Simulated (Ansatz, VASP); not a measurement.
# NiO: VASP beside Ansatz

Contents of POSCAR:

```
NiO
1.0
    0.0000000000      2.0859016414      2.0859016414
    2.0859016414      0.0000000000      2.0859016414
    2.0859016414      2.0859016414      0.0000000000
Ni O
1 1
Direct
    0.0000000000      0.0000000000      0.0000000000
    0.5000000000      0.5000000000      0.5000000000
```

File INCAR.step1:

```
ALGO = Normal ; EDIFF = 1E-4
ENCUT = 520 ; GGA = PE
ISMEAR = 1 ; ISPIN = 2
LASPH = T ; LCHARG = F
LDAU = T ; LDAUJ = 0 0
LDAUL = 2 -1 ; LDAUTYPE = 2
LDAUU = 5 0 ; LMAXMIX = 4
LREAL = F ; LWAVE = T
MAGMOM = 1 0 ; NBANDS = 19
NELM = 150 ; PREC = Accurate
SIGMA = 0.1
```

INCAR.step2

```
ALGO = Normal ; EDIFF = 1E-6
ENCUT = 520 ; ISIF = 2
ISMEAR = 1 ; ISPIN = 2
ISTART = 1 ; IVDW = 12
LASPH = T ; LCHARG = F
LDAU = T ; LDAUJ = 0 0
LDAUL = 2 -1 ; LDAUPRINT = 1
LDAUTYPE = 2 ; LDAUU = 5 0
LMAXMIX = 4 ; LMIXTAU = T
LORBIT = 11 ; LREAL = F
LWAVE = F ; MAGMOM = 1 0
METAGGA = R2SCAN ; NBANDS = 19
NELM = 150 ; PREC = Accurate
SIGMA = 0.1 ; VDW_A1 = 0.49484001
VDW_A2 = 5.73083694 ; VDW_S6 = 1.0
VDW_S8 = 0.78981345
```

KPOINTS

```
k-points
0
Gamma
  11 11 11
```

File input.yaml:

```yaml
crystal:
  lattice:
    - [0.0, 2.0859016414, 2.0859016414]
    - [2.0859016414, 0.0, 2.0859016414]
    - [2.0859016414, 2.0859016414, 0.0]
  atoms:
    - { symbol: Ni, position: [0.0, 0.0, 0.0], spin: 1.0 }
    - { symbol: O, position: [0.5, 0.5, 0.5] }
hamiltonian:
  xc: r2scan
  pseudopotentials: { kind: paw, core: small }
  dispersion: d3bj
  hubbard: { sites: [{ species: Ni, l: d, u_eff: 5.0 }], double_counting: fll }
magnetization:
  spin_polarized: true
kpoints:
  mp_grid: { grid: [11, 11, 11] }
scf:
  occupations: { method: methfessel_paxton, width: 0.1 }
output:
  forces: true
  stress: true
  eigenvalues: true
  write_density: true
  write_potential: true
  elf: true
  volumetric_format: npy
```

Alike in both runs: functional r2SCAN; dispersion D3(BJ); k mesh 11 × 11 × 11; occupations methfessel-paxton of order 1, width 0.1 eV; collinear spin; Hubbard terms Ni d U = 5.0 eV.

|  | VASP | Ansatz |
| --- | --- | --- |
| version | VASP 6.6.1 | Ansatz 0.2.0 |
| potentials or method | VASP PAW PBE potentials, release 64 (Ni, O) | Ansatz PAW |
| plane-wave cutoff (eV) | 520 | 500 |
| valence electrons in the cell | 16 | 24 |
| task | single point | electron localisation function |

Ansatz gave:

- gap on the k mesh at the Fermi level (eV): 2.89
- least direct gap on the mesh (eV): 3.98
- pressure (GPa): 5.6
- net moment per atom (μB): 1.00
- size of the moment on the site where the two differ most (μB): 1.76

Task: Which values does VASP return?

Result: gap on the k mesh at the Fermi level (eV): 3.26; least direct gap on the mesh (eV): 4.12; pressure (GPa): -2.1; net moment per atom (μB): 1.00; size of the moment on the site where the two differ most (μB): 1.85.

VASP's potentials were made for PBE, not for r2SCAN. Site moments also hang on the region over which each program counts them. The programs project onto different local orbitals, so the same U acts differently, and such runs can settle in different states. VASP's potentials hold 16 valence electrons a cell and Ansatz's 24, so a difference there can come from the potentials and not from the codes.

Noted on Ansatz's run: the magnetic or orbital state may not be the lowest; odd divisions of the mesh miss points on the zone boundary, where band edges often lie, so the gap on the mesh can be too wide.
